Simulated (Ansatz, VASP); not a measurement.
**GaN in VASP and in Ansatz**

Contents of INCAR:

```
PREC = Accurate
ENCUT = 520
EDIFF = 1E-6
ISMEAR = 0
SIGMA = 0.05
LREAL = F
LASPH = T
NELM = 80
ALGO = Normal
ISIF = 2
LWAVE = F
LCHARG = F
LDIPOL = T
IDIPOL = 3
DIPOL = 0.5 0.5 0.500
NBANDS = 76
```

The input KPOINTS:

```
Automatic mesh
0
Gamma
  8 6 1
```

The input POSCAR:

```
GaN
1.0
    3.1504447247      0.0000000000      0.0000000000
    0.0000000000      4.4554016572      0.0000000000
    0.0000000000      0.0000000000     24.4513341741
Ga N
7 7
Direct
    0.5000000000      0.5000000000      0.3067317287
    0.0000000000      0.0000000000      0.3711544858
    0.5000000000      0.5000000000      0.4355772429
    0.0000000000      0.0000000000      0.5000000000
    0.5000000000      0.5000000000      0.5644227571
    0.0000000000      0.0000000000      0.6288455142
    0.5000000000      0.5000000000      0.6932682713
    0.0000000000      0.7500000000      0.3067317287
    0.5000000000      0.2500000000      0.3711544858
    0.0000000000      0.7500000000      0.4355772429
    0.5000000000      0.2500000000      0.5000000000
    0.0000000000      0.7500000000      0.5644227571
    0.5000000000      0.2500000000      0.6288455142
    0.0000000000      0.7500000000      0.6932682713
```

Input for Ansatz:

```yaml
crystal:
  lattice:
    - [3.1504447247, 0.0, 0.0]
    - [0.0, 4.4554016572, 0.0]
    - [0.0, 0.0, 24.4513341741]
  atoms:
    - { symbol: Ga, position: [0.5, 0.5, 0.3067317287] }
    - { symbol: "N", position: [0.0, 0.75, 0.3067317287] }
    - { symbol: Ga, position: [0.0, 0.0, 0.3711544858] }
    - { symbol: "N", position: [0.5, 0.25, 0.3711544858] }
    - { symbol: Ga, position: [0.5, 0.5, 0.4355772429] }
    - { symbol: "N", position: [0.0, 0.75, 0.4355772429] }
    - { symbol: Ga, position: [0.0, 0.0, 0.5] }
    - { symbol: "N", position: [0.5, 0.25, 0.5] }
    - { symbol: Ga, position: [0.5, 0.5, 0.5644227571] }
    - { symbol: "N", position: [0.0, 0.75, 0.5644227571] }
    - { symbol: Ga, position: [0.0, 0.0, 0.6288455142] }
    - { symbol: "N", position: [0.5, 0.25, 0.6288455142] }
    - { symbol: Ga, position: [0.5, 0.5, 0.6932682713] }
    - { symbol: "N", position: [0.0, 0.75, 0.6932682713] }
basis:
  ecutwfc: 420
kpoints:
  mp_grid: { grid: [8, 6, 1] }
hamiltonian:
  xc: lda
scf:
  occupations: { method: gaussian, width: 0.05 }
output:
  forces: true
  stress: true
  eigenvalues: true
  write_density: true
  write_potential: true
  elf: true
  volumetric_format: npy
efield:
  axis: 3
  dipole_correction: true
  ramp_width: 0.04
```

Alike in both runs: task single point; functional LDA; k mesh 8 × 6 × 1; occupations gaussian, width 0.05 eV; no spin polarisation.

|  | VASP | Ansatz |
| --- | --- | --- |
| version | VASP 6.6.1 | Ansatz 0.2.0 |
| potentials or method | VASP PAW LDA potentials, release 64 (Ga_d, N), cutoff 520 eV | scalar-relativistic, plane waves, PAW |
| valence electrons in the cell | 126 | 126 |

|  | VASP | Ansatz | Ansatz less VASP |
| --- | --- | --- | --- |
| gap on the k mesh at the Fermi level (eV) | 0.83 | 0.84 | +0.010 |
| least direct gap on the mesh (eV) | 0.94 | 0.95 | +0.007 |
| rms of the force components (eV/Å) | 0.772 | 0.780 | +0.0082 |

LDA's correlation is that of Perdew and Zunger in VASP and of Perdew and Wang (1992) in Ansatz. Ansatz's warnings: xc potential rough in thin density.
